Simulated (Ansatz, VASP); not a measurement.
Two plane-wave programs on AlGa3N4

The input INCAR:

```
SYSTEM = AlGa3N4
ALGO = Normal
EDIFF = 1E-6
ENCUT = 520
ISIF = 2
ISMEAR = 0
LASPH = .True.
LCHARG = .True.
LELF = .True.
LREAL = .False.
LVHAR = .True.
LWAVE = .False.
NBANDS = 41
NELM = 100
PREC = Accurate
SIGMA = 0.05
```

The input KPOINTS:

```
k-points
0
Gamma
  6 6 6
  0 0 0
```

The input POSCAR:

```
AlGa3N4
1.0
    4.5459392397     -0.1357695550     -0.1357695550
   -0.1357695550      4.5459392397     -0.1357695550
   -0.1357695550     -0.1357695550      4.5459392397
Al Ga N
1 3 4
Direct
    0.0000000000      0.0000000000      0.0000000000
    0.5000000000      0.5000000000      0.0000000000
    0.5000000000      0.0000000000      0.5000000000
    0.0000000000      0.5000000000      0.5000000000
    0.7548078379      0.7548078379      0.2451921621
    0.7548078379      0.2451921621      0.7548078379
    0.2451921621      0.7548078379      0.7548078379
    0.2451921621      0.2451921621      0.2451921621
```

Input for Ansatz:

```yaml
crystal:
  lattice:
    - [4.5459392397, -0.135769555, -0.135769555]
    - [-0.135769555, 4.5459392397, -0.135769555]
    - [-0.135769555, -0.135769555, 4.5459392397]
  atoms:
    - { symbol: Al, position: [0.0, 0.0, 0.0] }
    - { symbol: Ga, position: [0.5, 0.5, 0.0] }
    - { symbol: Ga, position: [0.5, 0.0, 0.5] }
    - { symbol: Ga, position: [0.0, 0.5, 0.5] }
    - { symbol: "N", position: [0.7548078379, 0.7548078379, 0.2451921621] }
    - { symbol: "N", position: [0.7548078379, 0.2451921621, 0.7548078379] }
    - { symbol: "N", position: [0.2451921621, 0.7548078379, 0.7548078379] }
    - { symbol: "N", position: [0.2451921621, 0.2451921621, 0.2451921621] }
basis:
  ecutwfc: 520.0
kpoints:
  mp_grid: { grid: [6, 6, 6] }
hamiltonian:
  xc: lda
  pseudopotentials: { kind: paw, azcp: { folder: soft_1 } }
scf:
  occupations: { method: gaussian, width: 0.05 }
output:
  forces: true
  stress: true
  eigenvalues: true
```

Alike in both runs: task single point; functional LDA; k mesh 6 × 6 × 6; occupations gaussian, width 0.05 eV; no spin polarisation.

|  | VASP | Ansatz |
| --- | --- | --- |
| version | VASP 6.6.1 | Ansatz 0.2.0 |
| potentials or method | VASP PAW LDA potentials, release 64 (Al, Ga_d, N), cutoff 520 eV | scalar-relativistic, plane waves, PAW |
| valence electrons in the cell | 62 | 62 |

|  | VASP | Ansatz | Ansatz less VASP |
| --- | --- | --- | --- |
| gap on the k mesh at the Fermi level (eV) | 1.71 | 1.71 | -0.004 |
| least direct gap on the mesh (eV) | 1.71 | 1.71 | -0.004 |
| pressure (GPa) | -10.5 | -11.2 | -0.70 |
| traceless stress, the component that is largest in VASP (GPa) | 11.21 | 11.03 | -0.182 |
| rms of the force components (eV/Å) | 0.560 | 0.537 | -0.0227 |

Ansatz warns that its potentials were made for another functional, while VASP's fit it. LDA's correlation is that of Perdew and Zunger in VASP and of Perdew and Wang (1992) in Ansatz. Atom by atom the forces differ by 0.025 eV/Å (rms over components).
